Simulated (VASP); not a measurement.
A run of VASP 6.6.1 is set up as follows.

File INCAR:

```
SYSTEM = SmNb
ALGO     = Normal         ! electronic algorithm
EDIFF    = 1E-7           ! SCF threshold, eV
EDIFFG   = -0.08          ! ionic threshold
ENCUT    = 500            ! plane-wave cutoff, eV
GGA      = PE             ! functional
GGA_COMPAT= .False.      
IBRION   = 2              ! ionic algorithm
ISIF     = 3              ! what is computed and relaxed
ISMEAR   = 0              ! smearing method
LASPH    = .True.         ! aspherical terms in the spheres
LCHARG   = .False.        ! write CHGCAR
LMAXMIX  = 6              ! l up to which the mixer works
LREAL    = .False.        ! projectors in reciprocal space
LWAVE    = .False.        ! write WAVECAR
NELM     = 200            ! most SCF steps
NELMIN   = 4            
NSW      = 36             ! ionic steps
PREC     = Accurate       ! precision mode
SIGMA    = 0.2            ! smearing width, eV
```

File KPOINTS:

```
k-points
0
Gamma
  5 5 5
  0 0 0
```

Contents of POSCAR:

```
SmNb
1.0
    4.8098995600      0.0000000000      0.0000000000
   -2.4049497800      4.1654952100      0.0000000000
    0.0000000000      0.0000000000      4.1617413000
Sm Nb
2 2
Direct
    0.3333333300      0.6666666700      0.5000000000
    0.6666666700      0.3333333300      0.5000000000
    0.0000000000      0.0000000000      0.5000000000
    0.0000000000      0.0000000000      0.0000000000
```

Potentials or basis: VASP PAW PBE potentials, release 64 (Sm_3, Nb_sv), 4f in core.

The run is started by

```console
$ cat potpaw_PBE.64/Sm_3/POTCAR potpaw_PBE.64/Nb_sv/POTCAR > POTCAR
$ mpirun -np 1 vasp_std > vasp.out
```

(1) What does it give for the band gap on the k mesh?

(2) What does it give for the relaxed cell?

(3) Estimate the relaxed volume.

(4) Estimate the space group after relaxing (to 0.1 Å).

Answers

(1) zero (bands 24 and 25 overlap by 0.29 eV).

(2) a = 5.563 Å, b = 5.563 Å, c = 4.622 Å, α = 90.00°, β = 90.00°, γ = 120.00°.

(3) 30.97 Å³/atom.

(4) P6/mmm (No. 191).

Caveat: the volume moved by over 15 % at a fixed basis, so the end points are rough; spin-orbit coupling is left out, which moves the levels of the heavy elements; the 4f electrons are frozen in the core, so they carry no moment and show no levels.
